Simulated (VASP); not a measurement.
# Mg8O9 (a cell with a defect) in VASP: further runs, part 2 of 2

VASP 6.6.1. The steps go on from the part before.

## Step 3: Single point, PBE, collinear spin, zero start

INCAR reads:

```
SYSTEM = Mg8O9
PREC     = Accurate       ! precision mode
ENCUT    = 520            ! plane-wave cutoff, eV
EDIFF    = 1E-6           ! SCF threshold, eV
ISMEAR   = -1             ! smearing method
SIGMA    = 0.05           ! smearing width, eV
LREAL    = Auto         
LASPH    = .TRUE.         ! aspherical terms in the spheres
NELM     = 150            ! most SCF steps
ALGO     = Normal         ! electronic algorithm
ISIF     = 2              ! what is computed and relaxed
LWAVE    = .FALSE.        ! write WAVECAR
LCHARG   = .TRUE.         ! write CHGCAR
ISPIN    = 2              ! spin polarisation
MAGMOM   = 0 0 0 0 0 0 0 0 0 0 0 0 0 0 0 0 0 ! initial moments
LORBIT   = 11             ! projections on sites
GGA      = PE             ! functional
LELF     = .TRUE.         ! ELF
LVHAR    = .TRUE.       
NBANDS   = 53             ! bands
```

KPOINTS reads:

```
regular mesh
0
G
  2 2 2
  0 0 0
```

POSCAR reads:

```
Mg8O9
1.0
    0.0000000000      3.8990000000      3.8990000000
    3.8990000000      0.0000000000      3.8990000000
    3.8990000000      3.8990000000      0.0000000000
Mg O
8 9
Direct
    0.0447037702      0.0561938959     -0.0446268274
    0.0453064888      0.0341754296      0.4447422416
    0.0331751731      0.5742113362     -0.0215824570
   -0.0084124134      0.6221851757      0.4838933060
    0.5440241087      0.0672608361     -0.0471018210
    0.5144139523      0.1207489100      0.4759169018
    0.5687996922      0.5970889972     -0.0856758143
    0.5217876379      0.5429725571      0.4610541164
    0.1223775327      0.3369710182      0.3295332136
    0.2561682483      0.3400872018      0.6798409849
    0.2728776609      0.8165298795      0.2019876892
    0.3129905104      0.7824185689      0.7098871506
    0.7751346499      0.3211464478      0.1847525006
    0.8002180046      0.3040138497      0.7211720954
    0.7351372147      0.8275455245      0.2375737369
    0.7871120800      0.8481277251      0.7131956912
    0.4105668120      0.3240830982      0.1238266222
```

Potentials or basis: VASP PAW PBE potentials, release 64 (Mg, O).

On the command line:

```console
$ cat potpaw_PBE.64/Mg/POTCAR potpaw_PBE.64/O/POTCAR > POTCAR
$ mpirun -np 1 vasp_std > vasp.out
```

Wall time 2.4 min (1 thread of Intel Xeon 6975P-C (Granite Rapids), shared host); peak memory 0.34 GiB.

Results (log left out):

| Quantity | Value |
| --- | --- |
| Free energy | -82.2011 eV |
| Pressure | 107.5 GPa |
| Largest force | 8.336 eV/Å |
| Band gap on the k mesh | 4.53 eV |
| Net moment | 0.00 μB per cell |
| Valence electrons inside the program's atomic spheres | Mg 0.62, 0.79, 0.58, 0.75, 0.71, 0.72, 0.78, 0.63; O 5.26, 5.33, 5.30, 5.25, 5.29, 5.23, 5.38, 5.28 (each value once) |

Forces in eV/Å, atoms in the order of the input:
```
Mg  -0.056 -1.886 -0.882
Mg   1.780  1.254 -0.734
Mg  -0.236 -0.294 -0.477
Mg  -3.429 -1.833 -1.942
Mg   0.076  0.035 -0.517
Mg  -7.803 -0.918 -2.787
Mg   0.777  0.398  0.207
Mg   1.140  1.300  3.804
O    0.927  0.220  3.791
O    5.415  3.698 -0.683
O   -1.291  0.524  1.452
O    2.117 -2.933  0.564
O    0.856  3.179  2.478
O   -0.002 -2.280 -1.240
O   -1.026  1.626  1.385
O    0.069 -0.483 -1.807
O    0.687 -1.607 -2.612
```

Stress tensor (GPa, compression positive):
```
116.52  -3.27  -1.99
 -3.27  86.50   0.18
 -1.99   0.18 119.50
```

Levels at points of the mesh, in eV from the valence-band top:
Spin up:
| k point | band 32 | band 33 | band 34 | band 35 | band 36 | band 37 | band 38 | band 39 |
| --- | --- | --- | --- | --- | --- | --- | --- | --- |
| (0.00, 0.00, 0.00) | -1.98 | -1.83 | -1.62 | -1.46 | 4.86 | 5.93 | 6.33 | 6.42 |
| (0.50, 0.00, 0.00) | -2.12 | -1.51 | -1.07 | 0.00 | 4.53 | 6.46 | 7.07 | 7.79 |
| (0.00, 0.50, 0.00) | -2.06 | -2.04 | -1.79 | -0.45 | 5.89 | 6.67 | 7.00 | 7.75 |
| (0.00, 0.00, 0.50) | -2.13 | -2.08 | -1.65 | -0.30 | 4.86 | 6.63 | 7.01 | 7.95 |
| (0.50, 0.50, 0.50) | -2.15 | -1.83 | -1.62 | -0.65 | 5.83 | 6.54 | 7.55 | 7.81 |
| (0.50, 0.50, 0.00) | -2.20 | -1.73 | -1.42 | -0.01 | 4.65 | 7.46 | 8.08 | 8.39 |
| (0.00, 0.50, 0.50) | -2.33 | -2.04 | -1.01 | -0.24 | 4.80 | 7.44 | 7.89 | 8.19 |
| (0.50, 0.00, 0.50) | -2.51 | -2.11 | -0.86 | -0.31 | 5.79 | 7.56 | 8.29 | 8.56 |
Spin down:
```tsv
k point	band 32	band 33	band 34	band 35	band 36	band 37	band 38	band 39
(0.00, 0.00, 0.00)	-1.98	-1.83	-1.62	-1.46	4.86	5.93	6.33	6.42
(0.50, 0.00, 0.00)	-2.12	-1.51	-1.07	0.00	4.53	6.46	7.07	7.79
(0.00, 0.50, 0.00)	-2.06	-2.04	-1.79	-0.45	5.89	6.67	7.00	7.75
(0.00, 0.00, 0.50)	-2.13	-2.08	-1.65	-0.30	4.86	6.63	7.01	7.95
(0.50, 0.50, 0.50)	-2.15	-1.83	-1.62	-0.65	5.83	6.54	7.55	7.81
(0.50, 0.50, 0.00)	-2.20	-1.73	-1.42	-0.01	4.65	7.46	8.08	8.39
(0.00, 0.50, 0.50)	-2.33	-2.04	-1.01	-0.24	4.80	7.44	7.89	8.19
(0.50, 0.00, 0.50)	-2.51	-2.11	-0.86	-0.31	5.79	7.56	8.29	8.56
```

Caveat: the k points lie up to 0.70 Å⁻¹ apart.

## Step 4: Single point, PBE, collinear spin, zero start

INCAR reads:

```
SYSTEM = Mg8O9
PREC = Accurate
ENCUT = 520
EDIFF = 1E-7
ISMEAR = -1
SIGMA = 0.05
LREAL = Auto
LASPH = .TRUE.
NELM = 150
ALGO = Normal
ISIF = 2
LWAVE = .FALSE.
LCHARG = .TRUE.
ISPIN = 2
MAGMOM = 0 0 0 0 0 0 0 0 0 0 0 0 0 0 0 0 0
LORBIT = 11
GGA = PE
LELF = .TRUE.
LVHAR = .TRUE.
NBANDS = 53
```

KPOINTS reads:

```
Automatic mesh
0
G
  2 2 2
  0 0 0
```

POSCAR reads:

```
Mg8O9
1.0
    0.0000000000      3.8990000000      3.8990000000
    3.8990000000      0.0000000000      3.8990000000
    3.8990000000      3.8990000000      0.0000000000
Mg O
8 9
Direct
    0.0529879456      0.0381636317      0.0045652731
    0.0087201847      0.0778661195      0.4650679661
    0.0511541421      0.5624134393     -0.0238394460
    0.0621441395      0.5341882534      0.5433957425
    0.5896768402      0.0445627084     -0.0397153116
    0.5283149526      0.0699153629      0.4638881765
    0.5580020518      0.6236342652     -0.0653629136
    0.5282636573      0.5953064888      0.5045909207
    0.1842395486      0.3234547320      0.3257630162
    0.3331879969      0.2674275455      0.7432675045
    0.3177353167      0.7923185432      0.2470505258
    0.2634265196      0.8670171839      0.7161066940
    0.7935624519      0.3434983329      0.1956912029
    0.8126186202      0.3098999744      0.7263144396
    0.7936650423      0.8175942549      0.2448320082
    0.8411515773      0.8102462170      0.6966786355
    0.4153244422      0.3577968710      0.0554372916
```

On the command line:

```console
$ cat potpaw_PBE.64/Mg/POTCAR potpaw_PBE.64/O/POTCAR > POTCAR
$ mpirun -np 1 vasp_std > vasp.out
```

It took 2.9 min on 1 thread of Intel Xeon 6975P-C (Granite Rapids), shared host; peak memory 0.34 GiB.

Results (log left out):

```
Free energy                                           : -83.3303 eV
Pressure                                              : 105.1 GPa
Largest force                                         : 5.102 eV/Å
Band gap on the k mesh                                : 5.22 eV
Net moment                                            : 0.00 μB per cell
Valence electrons inside the program's atomic spheres : Mg 0.64, 0.78, 0.61, 0.73, 0.63 (each value once); O 5.28, 5.25, 5.30, 5.24, 5.27, 5.38, 5.29 (each value once)
```

Forces on the atoms (eV/Å):
```
Mg   1.379 -0.992  0.859
Mg  -0.337  0.417  0.202
Mg   1.069  0.950  0.533
Mg  -2.359 -1.863  1.076
Mg  -2.109  0.763 -1.360
Mg   0.811 -0.386  2.994
Mg   0.739  1.518  1.061
Mg  -3.006  1.358 -0.842
O   -0.330 -0.101  2.436
O    0.844 -1.481  0.581
O    0.293 -2.225  0.382
O   -2.182  2.078 -1.845
O    0.272  0.784 -1.562
O    0.267 -0.678  0.422
O   -1.055  0.010 -0.087
O    3.990 -0.887 -3.053
O    1.714  0.735 -1.798
```

Stress tensor (GPa, compression positive):
```
114.13   2.97   1.95
  2.97  85.10   2.20
  1.95   2.20 115.95
```

Levels at points of the mesh, in eV from the valence-band top:
Spin up:
```tsv
k point	band 33	band 34	band 35	band 36	band 37	band 38
(0.00, 0.00, 0.00)	-1.24	-1.15	-1.06	5.84	6.59	7.38
(0.50, 0.00, 0.00)	-1.28	-0.93	-0.25	5.39	7.92	8.02
(0.00, 0.50, 0.00)	-1.41	-1.29	-0.22	6.59	7.67	8.37
(0.00, 0.00, 0.50)	-1.07	-0.92	-0.08	5.22	7.70	7.93
(0.50, 0.50, 0.50)	-1.51	-1.40	-0.19	6.59	7.48	8.04
(0.50, 0.50, 0.00)	-1.15	-0.78	-0.02	5.29	8.66	9.21
(0.00, 0.50, 0.50)	-1.31	-0.84	-0.25	5.37	8.89	8.95
(0.50, 0.00, 0.50)	-1.62	-0.51	0.00	6.59	8.96	9.18
```
Spin down:
```tsv
k point	band 33	band 34	band 35	band 36	band 37	band 38
(0.00, 0.00, 0.00)	-1.24	-1.15	-1.06	5.84	6.59	7.38
(0.50, 0.00, 0.00)	-1.28	-0.93	-0.25	5.39	7.92	8.02
(0.00, 0.50, 0.00)	-1.41	-1.29	-0.22	6.59	7.67	8.37
(0.00, 0.00, 0.50)	-1.07	-0.92	-0.08	5.22	7.70	7.93
(0.50, 0.50, 0.50)	-1.51	-1.40	-0.19	6.59	7.48	8.04
(0.50, 0.50, 0.00)	-1.15	-0.78	-0.02	5.29	8.66	9.21
(0.00, 0.50, 0.50)	-1.31	-0.84	-0.25	5.37	8.89	8.95
(0.50, 0.00, 0.50)	-1.62	-0.51	0.00	6.59	8.96	9.18
```

Caveat: the k points lie up to 0.70 Å⁻¹ apart.

## Step 5: Overview

```csv
cell,gap on the mesh (eV),pressure (GPa),moment (μB),largest force (eV/Å)
"as given, atomic positions A",5.20,104.8,0.00,4.73
"as given, atomic positions B",4.53,107.5,0.00,8.34
"as given, atomic positions C",5.22,105.1,0.00,5.10
```

Alike in all rows: task single point; level PBE; potentials or basis VASP PAW PBE potentials, release 64 (Mg, O); spin collinear, zero start; k mesh 2 × 2 × 2; cutoff (eV) 520; smearing fermi-dirac 0.05 eV.

Caveats: all runs use coarse meshes.

Total energies depend on the potentials used, so only differences within one code and one set of settings carry meaning.
